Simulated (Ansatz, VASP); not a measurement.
# One calculation of BaTe, two programs

POSCAR

```
BaTe
1.0
    4.8953714881     -0.0856690011      0.0000000000
   -2.5218772753      4.2823505702      0.0000000000
    0.0000000000      0.0000000000      8.5840688869
Ba Te
2 2
Direct
    0.0000000000      0.0000000000      0.0000000000
    0.0000000000      0.0000000000      0.5000000000
    0.3256050187      0.6662930953      0.2500000000
    0.6743949813      0.3337069047      0.7500000000
```

Contents of INCAR.step1:

```
SYSTEM = BaTe
PREC     = Accurate       ! precision mode
ENCUT    = 520            ! plane-wave cutoff, eV
ISMEAR   = 0              ! smearing method
SIGMA    = 0.01           ! smearing width, eV
LREAL    = .False.        ! projectors in reciprocal space
LASPH    = .True.         ! aspherical terms in the spheres
NELM     = 60             ! most SCF steps
NBANDS   = 24             ! bands
GGA      = PE             ! functional
ALGO     = Normal         ! electronic algorithm
EDIFF    = 1E-4           ! SCF threshold, eV
LWAVE    = .True.         ! write WAVECAR
LCHARG   = .False.        ! write CHGCAR
```

INCAR.step2

```
SYSTEM = BaTe
PREC     = Accurate       ! precision mode
ENCUT    = 520            ! plane-wave cutoff, eV
EDIFF    = 1E-6           ! SCF threshold, eV
ISMEAR   = 0              ! smearing method
SIGMA    = 0.01           ! smearing width, eV
LREAL    = .False.        ! projectors in reciprocal space
LASPH    = .True.         ! aspherical terms in the spheres
NELM     = 60             ! most SCF steps
ALGO     = Normal         ! electronic algorithm
ISIF     = 2              ! what is computed and relaxed
LWAVE    = .False.        ! write WAVECAR
LCHARG   = .False.        ! write CHGCAR
METAGGA  = R2SCAN         ! meta-GGA
LMIXTAU  = .True.       
NBANDS   = 24             ! bands
ISTART   = 1
```

The input KPOINTS:

```
Automatic mesh
0
Gamma
  6 6 4
  0 0 0
```

Input for Ansatz:

```yaml
crystal:
  lattice:
    - [4.8953714881, -0.0856690011, 0.0]
    - [-2.5218772753, 4.2823505702, 0.0]
    - [0.0, 0.0, 8.5840688869]
  atoms:
    - { symbol: Ba, position: [0.0, 0.0, 0.0] }
    - { symbol: Ba, position: [0.0, 0.0, 0.5] }
    - { symbol: Te, position: [0.3256050187, 0.6662930953, 0.25] }
    - { symbol: Te, position: [0.6743949813, 0.3337069047, 0.75] }
kpoints:
  mp_grid: { grid: [6, 6, 4] }
  band_path:
    path:
      - [0.0, 0.0, 0.0]
      - [0.5, 0.0, 0.0]
      - [0.3333333333, 0.3333333333, 0.0]
      - [0.0, 0.0, 0.5]
      - [0.5, 0.0, 0.5]
      - [0.3333333333, 0.3333333333, 0.5]
    npoints: 1
hamiltonian:
  xc: r2scan
scf:
  occupations: { method: fixed }
  n_extra_bands: 5
output:
  forces: true
  stress: true
  eigenvalues: true
```

Change from the starting cell: shear_xy strain -3.5%.

Alike in both runs: task single point; functional r2SCAN; k mesh 6 × 6 × 4; no spin polarisation.

```csv
,VASP,Ansatz
version,VASP 6.6.1,Ansatz 0.2.0
potentials or method,"VASP PAW PBE potentials, release 64 (Ba_sv, Te)","plane waves, PAW"
plane-wave cutoff (eV),520,500
occupations,"gaussian, width 0.01 eV",fixed
valence electrons in the cell,32,52
```

VASP gave:

```
gap on the k mesh at the Fermi level (eV)                     : 1.97
pressure (GPa)                                                : 0.3
traceless stress, the component that is largest in VASP (GPa) : 0.43
```

Task: What did Ansatz give for the same quantities?

Result: gap on the k mesh at the Fermi level (eV): 2.05; pressure (GPa): 0.0; traceless stress, the component that is largest in VASP (GPa): 0.43.

VASP's potentials were made for PBE, not for r2SCAN. VASP's potentials hold 32 valence electrons a cell and Ansatz's 52, so a difference there can come from the potentials and not from the codes.

Spin-orbit coupling is off throughout.
